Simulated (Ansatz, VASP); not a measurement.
**Two plane-wave programs on TiSi2**

```
CELL_PARAMETERS angstrom
0.00000 4.09106 4.24805
2.38088 0.00000 4.24805
2.38088 4.09106 0.00000
ATOMIC_POSITIONS crystal
Ti 0.73110 0.76890 0.76890
Ti 0.51890 0.48110 0.48110
Si 0.08087 0.43043 0.09147
Si 0.39724 0.09147 0.43043
Si 0.16913 0.81957 0.15853
Si 0.85276 0.15853 0.81957
```

Change from the starting cell: mode 9 (265.9 1/cm) frozen in, largest displacement +0.090 Å.

Alike in both runs: task single point; functional PBEsol; k mesh 14 × 14 × 14; occupations gaussian, width 0.15 eV; no spin polarisation.

|  | VASP | Ansatz |
| --- | --- | --- |
| version | VASP 6.6.1 | Ansatz 0.2.0 |
| potentials or method | VASP PAW PBE potentials, release 64 (Ti_sv, Si), cutoff 520 eV | scalar-relativistic, plane waves, PAW |
| valence electrons in the cell | 40 | 40 |

|  | VASP | Ansatz | Ansatz less VASP |
| --- | --- | --- | --- |
| gap on the k mesh at the Fermi level (eV) | none | none | - |
| pressure (GPa) | 1.0 | 0.9 | -0.11 |
| traceless stress, the component that is largest in VASP (GPa) | 2.59 | 2.58 | -0.011 |
| rms of the force components (eV/Å) | 0.447 | 0.447 | -0.0002 |

VASP's potentials were made for PBE, not for PBEsol. Atom by atom the forces differ by 0.001 eV/Å (rms over components). A gap of «none» marks a metal or a gap that the smearing closes. With one functional, cell and mesh, what is left measures potentials, basis and numerics.
